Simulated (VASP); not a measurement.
## MgRh: single point with LDA

MgRh:

```
CELL_PARAMETERS angstrom
3.09920 0.00000 0.00000
0.00000 3.09920 0.00000
0.00000 0.00000 3.09920
ATOMIC_POSITIONS crystal
Mg 0.00000 0.00000 0.00000
Rh 0.50000 0.50000 0.50000
```

| Property | Result |
| --- | --- |
| Program | VASP 6.6.1 |
| Task | single point |
| Functional | LDA |
| Potentials or basis | VASP PAW LDA potentials, release 64 (Mg, Rh_pv) |
| Cutoff | 520 eV |
| k mesh | 10 × 10 × 10 |
| Occupations | fermi-dirac, width 0.05 eV |
| Spin | no spin polarisation |
| Dipole correction | no |
| Further INCAR settings | ALGO = Normal; EDIFF = 1e-07; NBANDS = 16 |

| Item | Value |
| --- | --- |
| Pressure | -6.6 GPa |

Levels at points of the mesh, in eV from the Fermi level:
| k point | band 6 | band 7 | band 8 | band 9 | band 10 | band 11 | band 12 | band 13 |
| --- | --- | --- | --- | --- | --- | --- | --- | --- |
| (0.00, 0.00, 0.00) | -2.93 | -0.20 | -0.20 | -0.20 | 8.25 | 8.25 | 8.25 | 11.50 |
| (0.50, 0.00, 0.00) | -2.43 | -1.24 | -1.24 | -0.05 | 1.67 | 9.28 | 11.68 | 11.68 |
| (0.50, 0.50, 0.00) | -1.08 | -1.08 | 0.65 | 0.70 | 0.70 | 4.51 | 7.34 | 14.33 |
| (0.50, 0.50, 0.50) | -3.11 | 0.71 | 0.71 | 4.56 | 4.56 | 4.56 | 7.35 | 9.17 |

Run time: 27 s on 1 thread of AMD EPYC 7R43 64-Core Processor (Zen 3), on a shared host, peak memory 0.11 GiB.
